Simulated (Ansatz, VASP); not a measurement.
## One calculation of NbC, two programs

```
Nb C
1.0
     0.00000    2.25405    2.25405
     2.25405    0.00000    2.25405
     2.25405    2.25405    0.00000
Nb C
1 1
Cartesian
  0.0000 0.0000 0.0000
  2.2540 2.2540 2.2540
```

Alike in both runs: task relaxation of cell and atoms; functional LDA; k mesh 8 × 8 × 8; occupations gaussian, width 0.1 eV; no spin polarisation.

|  | VASP | Ansatz |
| --- | --- | --- |
| version | VASP 6.6.1 | Ansatz 0.2.0 |
| potentials or method | VASP PAW LDA potentials, release 64 (Nb_sv, C), cutoff 600 eV | scalar-relativistic, plane waves, PAW |
| valence electrons in the cell | 17 | 17 |

VASP gave:

```
gap on the k mesh at the Fermi level, each at its own relaxed structure (eV) : none
relaxed volume (Å³/atom)                                                     : 10.85
relaxed cell length with the largest relative difference (Å)                 : 3.130
```

Task: Estimate Ansatz's values.

Result: gap on the k mesh at the Fermi level, each at its own relaxed structure (eV): none; relaxed volume (Å³/atom): 10.85; relaxed cell length with the largest relative difference (Å): 3.131.

Ansatz warns that its potentials were made for another functional, while VASP's fit it. LDA's correlation is that of Perdew and Zunger in VASP and of Perdew and Wang (1992) in Ansatz. A gap of «none» marks a metal or a gap that the smearing closes.
